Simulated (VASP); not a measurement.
A run of VASP 6.6.1:

Contents of INCAR:

```
SYSTEM = Ge
PREC = Accurate
ENCUT = 520
EDIFF = 1E-6
ISMEAR = -1
SIGMA = 0.05
LREAL = .FALSE.
LASPH = .TRUE.
NELM = 60
ALGO = Normal
ISIF = 2
LWAVE = .FALSE.
LCHARG = .FALSE.
GGA = PE
NBANDS = 36
```

File KPOINTS:

```
Automatic mesh
0
G
  8 8 3
  0 0 0
```

Contents of POSCAR:

```
Ge
1.0
    3.9956626301      0.0000000000      0.0000000000
   -1.9978313150      3.4603453426      0.0000000000
    0.0000000000      0.0000000000     10.8447818813
Ge
4
Direct
    0.6666666667      0.3333333333      0.4148480000
    0.3333333333      0.6666666667      0.9148480000
    0.0000000000      0.0000000000      0.4774520000
    0.0000000000      0.0000000000      0.9774520000
```

Potentials or basis: VASP PAW PBE potentials, release 64 (Ge_d).

Run with:

```sh
$ cat potpaw_PBE.64/Ge_d/POTCAR > POTCAR
$ mpirun -np 1 vasp_std > vasp.out
```

Hardware: 1 thread of Intel(R) Xeon(R) 6975P-C (Granite Rapids) (shared host).

Question: How long does it take, and how much memory?

Answer: Wall time 55 s on 1 thread of Intel(R) Xeon(R) 6975P-C (Granite Rapids), with other jobs on the host, peak memory 0.3 GiB. Counts: scf iterations 15, k points 20.
